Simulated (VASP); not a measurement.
Set up this calculation in VASP 6.6.1, as the native input.

| Quantity | Value |
| --- | --- |
| Task | single point |
| Functional | PBEsol |
| Potentials or basis | VASP PAW PBE potentials, release 64 (Ag, Cl) |
| Cutoff | 520 eV |
| k mesh | 12 × 12 × 12 |
| Occupations | gaussian, width 0.05 eV |
| Spin | no spin polarisation |
| Dipole correction | no |
| Further INCAR settings | ALGO = Normal; EDIFF = 1e-06; NBANDS = 16 |

The structure of AgCl lies in POSCAR:

```
AgCl
1.0
    3.8546984117      0.0000000000      0.0000000000
    0.0000000000      3.8546984117      0.0000000000
    0.0000000000      0.0000000000      2.7252717770
Ag Cl
1 1
Direct
    0.0000000000      0.0000000000      0.0000000000
    0.5000000000      0.5000000000      0.5000000000
```

This cell differs from its parent crystal: ratio of the length along z to the lengths across it x 0.707, volume and fractional coordinates fixed.

These files were run (other wordings do the same):

INCAR

```
ALGO = Normal
EDIFF = 1E-6
ENCUT = 520
GGA = PS
ISIF = 2
ISMEAR = 0
LASPH = True
LCHARG = True
LELF = True
LREAL = False
LVHAR = True
LWAVE = False
NBANDS = 16
NELM = 80
PREC = Accurate
SIGMA = 0.05
```

KPOINTS

```
k-points
0
Gamma
  12 12 12
```

Potentials or basis: VASP PAW PBE potentials, release 64 (Ag, Cl).

Run with:

```sh
$ cat potpaw_PBE.64/Ag/POTCAR potpaw_PBE.64/Cl/POTCAR > POTCAR
$ mpirun -np 1 vasp_std > vasp.out
```

It gave:

```json
{"Pressure": "-0.7 GPa", "Band gap on the k mesh": "zero (band 9 reaches 5.40 eV, above the bottom of band 10 at 4.67 eV)"}
```

Caveat: the PAW data sets were made with another functional, which shifts forces and pressure a little.

Wall time 120 s on 1 thread of AMD EPYC 7R43 64-Core Processor (Zen 3), with other jobs on the host, peak memory 0.2 GiB.
